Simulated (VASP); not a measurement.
Set up this calculation in VASP 6.6.1, as the native input.

- Task: single point
- Functional: LDA
- Potentials or basis: VASP PAW LDA potentials, release 64 (Ca_sv, Mg)
- Cutoff: 520 eV
- k mesh: 12 × 12 × 12
- Occupations: gaussian, width 0.15 eV
- Spin: no spin polarisation
- Dipole correction: no
- Further INCAR settings: ALGO = Fast; EDIFF = 1e-07; NBANDS = 13

The structure of CaMg lies in POSCAR:

```
CaMg
1.0
    4.4301096180      0.0000000000      0.0000000000
    0.0000000000      4.4301096180      0.0000000000
    0.0000000000      0.0000000000      3.8616243500
Ca Mg
1 1
Direct
    0.0000000000      0.0000000000      0.5000000000
    0.5000000000      0.5000000000      0.0000000000
```

This cell differs from its parent crystal: strain +0.1000 x Voigt [1, 1, 0, 0, 0, 0].

These files were run (other wordings do the same):

INCAR

```
PREC     = Accurate       # precision mode
ENCUT    = 520            # plane-wave cutoff, eV
EDIFF    = 1E-7           # SCF threshold, eV
ISMEAR   = 0              # smearing method
SIGMA    = 0.15           # smearing width, eV
LREAL    = F              # projectors in reciprocal space
LASPH    = T              # aspherical terms in the spheres
NELM     = 100            # most SCF steps
ALGO     = Fast           # electronic algorithm
ISIF     = 2              # what is computed and relaxed
LWAVE    = F              # write WAVECAR
LCHARG   = F              # write CHGCAR
GGA      = CA             # functional
NBANDS   = 13             # bands
```

KPOINTS

```
regular mesh
0
Gamma
  12 12 12
```

Potentials or basis: VASP PAW LDA potentials, release 64 (Ca_sv, Mg).

Command:

```sh
$ cat potpaw_LDA.64/Ca_sv/POTCAR potpaw_LDA.64/Mg/POTCAR > POTCAR
$ mpirun -np 1 vasp_std > vasp.out
```

It gave:

```yaml
Pressure: -4.8 GPa
Band_gap_on_the_k_mesh: zero (band 6 reaches 2.20 eV, above the bottom of band 7 at 0.68 eV)
```

Caveat: the cell differs from its parent crystal (strain +0.1000 x Voigt [1, 1, 0, 0, 0, 0]).

It took 78 s on 1 thread of Intel(R) Xeon(R) 6975P-C (Granite Rapids), on a shared host, peak memory 0.33 GiB.
